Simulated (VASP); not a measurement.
A run of VASP 6.6.1:

Contents of INCAR:

```
SYSTEM = GaN
PREC = Accurate
ENCUT = 600
EDIFF = 1E-7
ISMEAR = -1
SIGMA = 0.03
LREAL = .False.
LASPH = .True.
NELM = 100
ALGO = Normal
ISIF = 3
LWAVE = .False.
LCHARG = .False.
GGA = PS
IBRION = 2
NSW = 100
EDIFFG = -0.01
```

File KPOINTS:

```
regular mesh
0
Gamma
  8 8 8
  0 0 0
```

File POSCAR:

```
GaN
1.0
    0.0000000000      2.1007466895      2.1007466895
    2.1007466895      0.0000000000      2.1007466895
    2.1007466895      2.1007466895      0.0000000000
Ga N
1 1
Direct
    0.0000000000      0.0000000000      0.0000000000
    0.2500000000      0.2500000000      0.2500000000
```

Potentials or basis: VASP PAW PBE potentials, release 64 (Ga_d, N).

Launch:

```console
$ cat potpaw_PBE.64/Ga_d/POTCAR potpaw_PBE.64/N/POTCAR > POTCAR
$ mpirun -np 1 vasp_std > vasp.out
```

Hardware: 1 thread of AMD EPYC 7R13, with other jobs on the host.

Question: How long does it take, and how much memory?

Answer: It took 78 s on 1 thread of AMD EPYC 7R13 (shared host), peak memory 0.12 GiB. Counts: scf iterations 56, k points 29, ion steps 6.
